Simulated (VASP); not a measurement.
Write the native input for VASP 6.6.1 that does the following.

```
Task                   : single point
Functional             : revPBE
Potentials or basis    : VASP PAW PBE potentials, release 64 (F, C, Cl, Br, H)
Cutoff                 : 520 eV
k mesh                 : 1 × 1 × 1
Occupations            : gaussian, width 0.03 eV
Spin                   : no spin polarisation
Tolerance level        : tight
Purpose                : levels
Further INCAR settings : LREAL = Auto; ALGO = Normal; EDIFF = 1e-06; NELMDL = -8; ISIF = 0
```

The structure of FCClBrH lies in POSCAR:

```
HCBrClF
1.0
   12.0000000000      0.0000000000      0.0000000000
    0.0000000000     12.0000000000      0.0000000000
    0.0000000000      0.0000000000     12.0000000000
F C Cl Br H
1 1 1 1 1
Direct
    0.4594083300      0.5128833300      0.6062791700
    0.5026166700      0.5076250000      0.5035291700
    0.6148250000      0.4141166700      0.5017875000
    0.3873416700      0.4647250000      0.3993875000
    0.5323833300      0.5893833300      0.4783458300
```

These files were run (other wordings do the same):

INCAR

```
GGA = RE
ISMEAR = 0
SIGMA = 0.03
LWAVE = False
LCHARG = False
ISIF = 0
PREC = Accurate
LASPH = True
LREAL = Auto
ALGO = Normal
EDIFF = 1E-6
NELM = 120
GGA_COMPAT = False
ENCUT = 520
EFERMI = MIDGAP
NELMDL = -8
ROPT = -0.00025 -0.00025 -0.00025 -0.00025 -0.00025
```

KPOINTS

```
k-points
0
Gamma
  1 1 1
```

Potentials or basis: VASP PAW PBE potentials, release 64 (F, C, Cl, Br, H).

Launch:

```console
$ cat potpaw_PBE.64/F/POTCAR potpaw_PBE.64/C/POTCAR potpaw_PBE.64/Cl/POTCAR potpaw_PBE.64/Br/POTCAR potpaw_PBE.64/H/POTCAR > POTCAR
$ mpirun -np 1 vasp_gam > vasp.out
```

Results of the run:

| Property | Result |
| --- | --- |
| Largest force | 1.436 eV/Å |
| Gap between the frontier levels | 5.21 eV |

Caveat: the PAW data sets were made with another functional, which shifts forces and pressure a little.

It took 2.1 min on 1 thread of Intel(R) Xeon(R) 6975P-C (Granite Rapids) (shared host), peak memory 1.3 GiB.
